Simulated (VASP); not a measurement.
# GaN (Imm2) in VASP: single point with r2SCAN

Aim: the single point of GaN with r2SCAN.

Program: VASP 6.6.1. These are calculated values, not measurements. Logs are shortened: lines on timing, memory, paths and dates and some standing lists are left out, and cuts for length are marked.

### 1 The cell of the first run

Symmetry: Imm2, No. 44, orthorhombic system. Conventional cell: a = 3.097 Å, b = 3.291 Å, c = 4.380 Å, α = 90.00°, β = 90.00°, γ = 90.00°. Within 2.6 Å of Ga (site symmetry mm2) lie 4 N at 1.92 to 1.95 Å. Within 2.6 Å of N (site symmetry mm2) lie 4 Ga at 1.92 to 1.95 Å.

### 2 Single point, r2SCAN

POSCAR reads:

```
GaN
1.0
    3.0969278908      0.0000000000      0.0000000000
    0.0000000000      4.3797173765      0.0000000000
    0.0000000000      0.0000000000      3.2909804429
Ga N
2 2
Direct
    0.0000000000     -0.0052778588      0.0000000000
    0.5000000000      0.4947221412      0.5000000000
    0.5000000000      0.2552778588      0.0000000000
    0.0000000000      0.7552778588      0.5000000000
```

INCAR.step1 reads:

```
PREC = Accurate
ENCUT = 660
ISMEAR = 0
SIGMA = 0.02
LREAL = F
LASPH = T
NELM = 120
NBANDS = 26
GGA = PE
ALGO = Normal
EDIFF = 1E-5
LWAVE = T
LCHARG = F
GGA_COMPAT = F
```

INCAR.step2 reads:

```
PREC = Accurate
ENCUT = 660
EDIFF = 1E-6
ISMEAR = 0
SIGMA = 0.02
LREAL = F
LASPH = T
NELM = 120
ALGO = Normal
ISIF = 2
LWAVE = F
LCHARG = F
METAGGA = R2SCAN
LMIXTAU = T
NBANDS = 26
ISTART = 1
GGA_COMPAT = F
```

KPOINTS reads:

```
Automatic mesh
0
Gamma
  10 6 8
```

Potentials or basis: VASP PAW PBE potentials, release 64 (Ga_d, N).

The run is started by

```bash
$ cat potpaw_PBE.64/Ga_d/POTCAR potpaw_PBE.64/N/POTCAR > POTCAR
$ cp INCAR.step1 INCAR
$ mpirun -np 1 vasp_std > vasp.out
$ cp INCAR.step2 INCAR
$ mpirun -np 1 vasp_std > vasp.out
```

OUTCAR:

```text
PREC = Accurate
   ENCUT = 660
   EDIFF = 1E-6
   ISMEAR = 0
   LREAL = F
   LASPH = T
   NELM = 120
   ISIF = 2
   METAGGA = R2SCAN
   ISTART = 1

 ion  position               nearest neighbor table
   1  0.000  0.995  0.000-   3 1.92   3 1.92   4 1.95   4 1.95
   2  0.500  0.495  0.500-   4 1.92   4 1.92   3 1.95   3 1.95
   3  0.500  0.255  0.000-   1 1.92   1 1.92   2 1.95   2 1.95
   4  0.000  0.755  0.500-   2 1.92   2 1.92   1 1.95   1 1.95

  LATTYP: Found a simple orthorhombic cell.
 ALAT       =     3.0969278908
 B/A-ratio  =     1.0626596934
 C/A-ratio  =     1.4142135468

  Lattice vectors:

 A1 = (  -3.0969278908,   0.0000000000,   0.0000000000)
 A2 = (   0.0000000000,   0.0000000000,   3.2909804429)
 A3 = (   0.0000000000,   4.3797173765,   0.0000000000)

Analysis of symmetry for initial positions (statically):
=====================================================================
 Subroutine PRICEL returns following result:

  LATTYP: Found a body centered orthorhombic cell.
 ALAT       =     3.0969278908
 B/A-ratio  =     1.0626596934
 C/A-ratio  =     1.4142135468

  Lattice vectors:

 A1 = (   1.5484639454,   2.1898586883,   1.6454902215)
 A2 = (  -1.5484639454,   2.1898586882,  -1.6454902215)
 A3 = (  -1.5484639454,  -2.1898586883,   1.6454902215)

   2 primitive cells build up your supercell.

 Routine SETGRP: Setting up the symmetry group for a
 simple orthorhombic supercell.

 Subroutine GETGRP returns: Found  4 space group operations
 (whereof  4 operations were pure point group operations)
 out of a pool of  8 trial point group operations.

The static configuration has the point symmetry C_2v.

Analysis of symmetry for dynamics (positions and initial velocities):
=====================================================================
 Subroutine PRICEL returns following result:

  LATTYP: Found a body centered orthorhombic cell.
 ALAT       =     3.0969278908
 B/A-ratio  =     1.0626596934
 C/A-ratio  =     1.4142135468

  Lattice vectors:

 A1 = (   1.5484639454,   2.1898586883,   1.6454902215)
 A2 = (  -1.5484639454,   2.1898586882,  -1.6454902215)
 A3 = (  -1.5484639454,  -2.1898586883,   1.6454902215)

   2 primitive cells build up your supercell.

 Routine SETGRP: Setting up the symmetry group for a
 simple orthorhombic supercell.

 Subroutine GETGRP returns: Found  4 space group operations
 (whereof  4 operations were pure point group operations)
 out of a pool of  8 trial point group operations.

The dynamic configuration has the point symmetry C_2v.

 Subroutine INISYM returns: Found  4 space group operations
 (whereof  4 operations are pure point group operations),
 and found     2 'primitive' translations

----------------------------------------------------------------------------------------

                                     Primitive cell

  volume of cell :      22.3189

  direct lattice vectors                    reciprocal lattice vectors
     1.548463945  2.189858688  1.645490221    -0.000000000  0.228325235  0.303860815
    -1.548463945  2.189858688 -1.645490221    -0.322900641  0.228325235  0.000000000
    -1.548463945 -2.189858688  1.645490221    -0.322900641  0.000000000  0.303860815

  length of vectors
     3.146563162  3.146563162  3.146563162     0.380083949  0.395470905  0.443391722

  position of ions in fractional coordinates (direct lattice)
     0.994722141  0.994722141  0.000000000
     0.255277859  0.755277859  0.500000000

  ion indices of the primitive-cell ions
   primitive index   ion index
                 1           1
                 2           4

----------------------------------------------------------------------------------------

 KPOINTS: Automatic mesh

Automatic generation of k-mesh.
 Grid dimensions read from file:
 generate k-points for:   10    6    8

 Generating k-lattice:

  Cartesian coordinates                     Fractional coordinates (reciprocal lattice)
     0.032290064  0.000000000  0.000000000     0.100000000  0.000000000  0.000000000
     0.000000000  0.038054206  0.000000000     0.000000000  0.166666667  0.000000000
     0.000000000  0.000000000  0.037982602     0.000000000  0.000000000  0.125000000

  Length of vectors
     0.032290064  0.038054206  0.037982602

  Shift w.r.t. Gamma in fractional coordinates (k-lattice)
     0.000000000  0.000000000  0.000000000

 Subroutine IBZKPT returns following result:
 ===========================================

 Found    120 irreducible k-points:

 Following reciprocal coordinates:
            Coordinates               Weight
  0.000000  0.000000  0.000000      1.000000
  0.100000  0.000000  0.000000      2.000000
  0.200000  0.000000  0.000000      2.000000
  0.300000  0.000000  0.000000      2.000000
  0.400000  0.000000  0.000000      2.000000
  0.500000  0.000000  0.000000      1.000000
[... 16 lines left out ...]
  0.400000  0.500000  0.000000      2.000000
  0.500000  0.500000  0.000000      1.000000
 [... further k-points ...]
   k-points           NKPTS =    120   k-points in BZ     NKDIM =    120   number of bands    NBANDS=     26
   number of dos      NEDOS =    301   number of ions     NIONS =      4
   total plane-waves  NPLWV =  31360
   dimension x,y,z NGX =    28 NGY =   40 NGZ =   28
   dimension x,y,z NGXF=    56 NGYF=   80 NGZF=   56
   ions per type =               2   2
   NGX,Y,Z   is equivalent  to a cutoff of  15.03, 15.18, 14.14 a.u.
   NGXF,Y,Z  is equivalent  to a cutoff of  30.06, 30.37, 28.29 a.u.
 SYSTEM =  unknown system
   PREC   = accura    normal or accurate (medium, high low for compatibility)
   ISTART =      1    job   : 0-new  1-cont  2-samecut
   ICHARG =      0    charge: 1-file 2-atom 10-const
   ISPIN  =      1    spin polarized calculation?
   LNONCOLLINEAR =      F non collinear calculations
   LSORBIT =      F    spin-orbit coupling
   LASPH  =      T    aspherical Exc in radial PAW
   ENCUT  =  660.0 eV  48.51 Ry    6.96 a.u.   6.49  9.17  6.89*2*pi/ulx,y,z
   NELM   =    120;   NELMIN=  2; NELMDL=  0     # of ELM steps
   EDIFF  = 0.1E-05   stopping-criterion for ELM
   LREAL  =      F    real-space projection
   EDIFFG = 0.1E-04   stopping-criterion for IOM
   NSW    =      0    number of steps for IOM
   IBRION =     -1    ionic relax: 0-MD 1-quasi-New 2-CG
   NFREE  =      0    steps in history (QN), initial steepest desc. (CG)
   ISIF   =      2    stress and relaxation
   ISYM   =      2    0-nonsym 1-usesym 2-fastsym
   POTIM  = 0.5000    time-step for ionic-motion
   TEBEG  =    0.0;   TEEND  =   0.0 temperature during run
   PSTRESS=    0.0 pullay stress
   NELECT =      36.0000    total number of electrons
   NUPDOWN=      -1.0000    fix difference up-down
   EMIN   =  10.00;   EMAX   =-10.00  energy-range for DOS
   EFERMI =   0.00;   METHOD = LEGACY
   ISMEAR =     0;   SIGMA  =   0.02  broadening in eV -4-tet -1-fermi 0-gaus
   EFERMI_NEDOS =   21; number of points for ismear=-14 and -15
   IALGO  =     38    algorithm
   IMIX   =      4    mixing-type and parameters
     AMIX     =   0.40;   BMIX     =  1.00
     AMIX_MAG =   1.60;   BMIX_MAG =  1.00
  volume/ion in A,a.u.               =      11.16        75.31
  Fermi-wavevector in a.u.,A,eV,Ry     =   1.523847  2.879654 31.594241  2.322111
  Thomas-Fermi vector in A             =   2.632235
   LORBIT       =      0    0 simple, 1 ext, 2 COOP (PROOUT), +10 PAW based schemes
   METAGGA = R2SCAN    functional components
   LHFCALC =     F    Hartree Fock is set to
   AEXX    =    0.0000 exact exchange contribution
   IVDW    =     0    specifies the selected vdW correction
   LEPSILON=     F    determine dielectric tensor
   LRPA    =     F    only Hartree local field effects (RPA)
 non-spin polarized calculation
 Gauss-broadening in eV      SIGMA  =   0.02
  energy-cutoff  :      660.00
  volume of cell :       44.64
 maximum number of plane-waves:      1743
 NGX is ok and might be reduce to    28
   NGX = 13   NGY = 19   NGZ = 13

 number of electron      36.0000000 magnetization

 Free energy of the ion-electron system (eV)
  ---------------------------------------------------
  ext. energy  EPLUGINS =         0.00000000
  ---------------------------------------------------
  free energy    TOTEN  =       -43.68478027 eV

  energy without entropy =      -43.68478027  energy(sigma->0) =      -43.68478027

 E-fermi :   5.5494     XC(G=0): -12.7872

 val. band max:        5.4657863336   @ k =   0.0000   0.0000   0.0000
 cond. band min:       7.5009328319   @ k =   0.0000   0.0000   0.0000
 fundamental gap:      2.0351464982
 Fermi energy:         5.5493549733

 k-point     1 :       0.0000    0.0000    0.0000
  band No.  band energies     occupation
      1     -11.6487      2.00000
      2     -10.3652      2.00000
      3      -8.5876      2.00000
      4      -8.5688      2.00000
      5      -8.5526      2.00000
      6      -8.4728      2.00000
[... 18 lines left out ...]
     25      18.3816      0.00000
     26      20.1838      0.00000

 k-point     2 :       0.1000    0.0000    0.0000
  band No.  band energies     occupation
      1     -11.5659      2.00000
      2     -10.3646      2.00000
      3      -8.5778      2.00000
      4      -8.5475      2.00000
      5      -8.5342      2.00000
      6      -8.4598      2.00000
[... 18 lines left out ...]
     25      18.2597      0.00000
     26      19.9016      0.00000

 k-point     3 :       0.2000    0.0000    0.0000
  band No.  band energies     occupation
      1     -11.3399      2.00000
      2     -10.3683      2.00000
      3      -8.5499      2.00000
      4      -8.5061      2.00000
      5      -8.4460      2.00000
      6      -8.4373      2.00000
[... 572 lines left out ...]
 k-point    23 :       0.4000    0.5000    0.0000
  band No.  band energies     occupation
      1     -10.5968      2.00000
      2     -10.5968      2.00000
      3      -8.4733      2.00000
      4      -8.4733      2.00000
      5      -8.4470      2.00000
      6      -8.4470      2.00000
[... 18 lines left out ...]
     25      16.5891      0.00000
     26      16.5891      0.00000

 k-point    24 :       0.5000    0.5000    0.0000
  band No.  band energies     occupation
      1     -10.5752      2.00000
      2     -10.5752      2.00000
      3      -8.4798      2.00000
      4      -8.4798      2.00000
      5      -8.4439      2.00000
      6      -8.4439      2.00000
[... 18 lines left out ...]
     25      16.5711      0.00000
     26      16.5711      0.00000

 [... further k-points ...]

------------------------ aborting loop because EDIFF is reached ----------------------------------------

  FORCE on cell =-STRESS in cart. coord.  units (eV):
  Direction    XX          YY          ZZ          XY          YZ          ZX
  --------------------------------------------------------------------------------------
  -------------------------------------------------------------------------------------
  Total        3.7391595      1.9588518     -1.5962093      0.0000000      0.0000000      0.0000000
  in kB      134.2091396     70.3087976    -57.2925229      0.0000000      0.0000000      0.0000000
  external PRESSURE =      49.0751381 kB  Pullay stress =       0.0000000 kB

 VOLUME and BASIS-vectors are now :
 -----------------------------------------------------------------------------
  energy-cutoff  :      660.00
  volume of cell :       44.64
      direct lattice vectors                 reciprocal lattice vectors
     3.096927891  0.000000000  0.000000000     0.322900641  0.000000000  0.000000000
     0.000000000  4.379717377  0.000000000     0.000000000  0.228325235  0.000000000
     0.000000000  0.000000000  3.290980443     0.000000000  0.000000000  0.303860815

 POSITION                                       TOTAL-FORCE (eV/Angst)
 -----------------------------------------------------------------------------------
      0.00000      4.35660      0.00000        -0.000000      0.026283      0.000000
      1.54846      2.16674      1.64549         0.000000      0.026283      0.000000
      1.54846      1.11804      0.00000        -0.000000     -0.026283     -0.000000
      0.00000      3.30790      1.64549        -0.000000     -0.026283     -0.000000
 -----------------------------------------------------------------------------------
    total drift:                                0.000000     -0.001967     -0.000004

  FREE ENERGIE OF THE ION-ELECTRON SYSTEM (eV)
  ---------------------------------------------------
  free  energy   TOTEN  =       -43.6847802653 eV

  energy  without entropy=      -43.6847802653  energy(sigma->0) =      -43.68478027
```

It took 12 min on 1 thread of Oxide Virtual Turin-like, shared host; peak memory 0.26 GiB.

Results:

* Free energy: -43.6848 eV
* Pressure: 4.9 GPa
* Largest force: 0.026 eV/Å
* Band gap on the k mesh: 2.04 eV

Forces on the atoms (eV/Å):
```
Ga   0.000  0.026  0.000
Ga   0.000  0.026  0.000
N    0.000 -0.026  0.000
N    0.000 -0.026  0.000
```

Stress tensor (GPa, compression positive):
```
13.42  0.00  0.00
 0.00  7.03  0.00
 0.00  0.00 -5.73
```

Levels at points of the mesh, in eV from the valence-band top:
| k point | band 14 | band 15 | band 16 | band 17 | band 18 | band 19 | band 20 | band 21 | band 22 | band 23 |
| --- | --- | --- | --- | --- | --- | --- | --- | --- | --- | --- |
| (0.00, 0.00, 0.00) | -3.62 | -2.74 | -0.41 | -0.10 | 0.00 | 2.04 | 3.27 | 7.11 | 10.38 | 11.04 |
| (0.50, 0.00, 0.00) | -5.55 | -3.35 | -3.35 | -1.63 | -1.63 | 6.61 | 6.61 | 7.62 | 7.62 | 10.39 |
| (0.00, 0.50, 0.00) | -3.59 | -2.19 | -2.19 | -1.47 | -1.47 | 4.91 | 4.91 | 7.98 | 7.98 | 12.41 |
| (0.50, 0.50, 0.00) | -7.36 | -1.55 | -1.55 | -1.12 | -1.12 | 4.78 | 4.78 | 9.45 | 9.45 | 10.33 |
| (0.00, 0.00, 0.50) | -5.70 | -3.54 | -3.54 | -1.10 | -1.10 | 7.18 | 7.18 | 8.16 | 8.16 | 10.63 |
| (0.50, 0.00, 0.50) | -6.59 | -2.96 | -2.96 | -2.93 | -2.93 | 3.66 | 3.66 | 7.41 | 7.41 | 12.24 |
| (0.00, 0.50, 0.50) | -7.61 | -1.05 | -1.05 | -1.03 | -1.03 | 5.47 | 5.47 | 9.18 | 9.18 | 11.19 |
| (0.50, 0.50, 0.50) | -6.08 | -4.06 | -4.06 | -3.99 | -3.99 | 6.76 | 6.76 | 9.18 | 9.18 | 11.44 |

Caveat: the stress differs along the axes, from -6 to 13 GPa; the PAW data sets were made with another functional, which shifts forces and pressure a little.
